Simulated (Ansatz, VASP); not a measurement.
One calculation of HPbNO4, two programs

```
H Pb N O
1.0
     6.85877    0.00000    0.00000
     0.00000    4.22865    0.00000
    -3.39101    0.00000    7.27459
H Pb N O
2 2 2 8
Direct
  0.22549 0.75000 0.50730
  0.77451 0.25000 0.49270
  0.30229 0.25000 0.28494
  0.69771 0.75000 0.71506
  0.21484 0.75000 0.83567
  0.78516 0.25000 0.16433
  0.33078 0.75000 0.45338
  0.40909 0.75000 0.86901
  0.15508 0.75000 0.96537
  0.07083 0.75000 0.66955
  0.66922 0.25000 0.54661
  0.59091 0.25000 0.13099
  0.84492 0.25000 0.03463
  0.92917 0.25000 0.33045
```

Alike in both runs: functional PBEsol; k mesh 5 × 6 × 4; occupations fermi-dirac, width 0.05 eV; no spin polarisation.

|  | VASP | Ansatz |
| --- | --- | --- |
| version | VASP 6.6.1 | Ansatz 0.2.0 |
| potentials or method | VASP PAW PBE potentials, release 64 (H, Pb_d, N, O) | Ansatz PAW |
| plane-wave cutoff (eV) | 520 | 420 |
| valence electrons in the cell | 88 | 88 |
| task | single point | band structure |

```csv
,VASP,Ansatz,Ansatz less VASP
gap on the k mesh at the Fermi level (eV),3.05,3.07,+0.020
least direct gap on the mesh (eV),3.23,3.25,+0.020
pressure (GPa),-2.0,-2.7,-0.72
"traceless stress, the component that is largest in VASP (GPa)",-0.23,-0.20,+0.030
rms of the force components (eV/Å),0.127,0.174,+0.0472
```

VASP's potentials were made for PBE, not for PBEsol. Atom by atom the forces differ by 0.180 eV/Å (rms over components). One of these differences is far larger than is usual between the two programs; its cause wasn't traced.

Neither program's run includes spin-orbit coupling. Noted on VASP's run: the standard files for N, O and F lose accuracy on very short bonds.
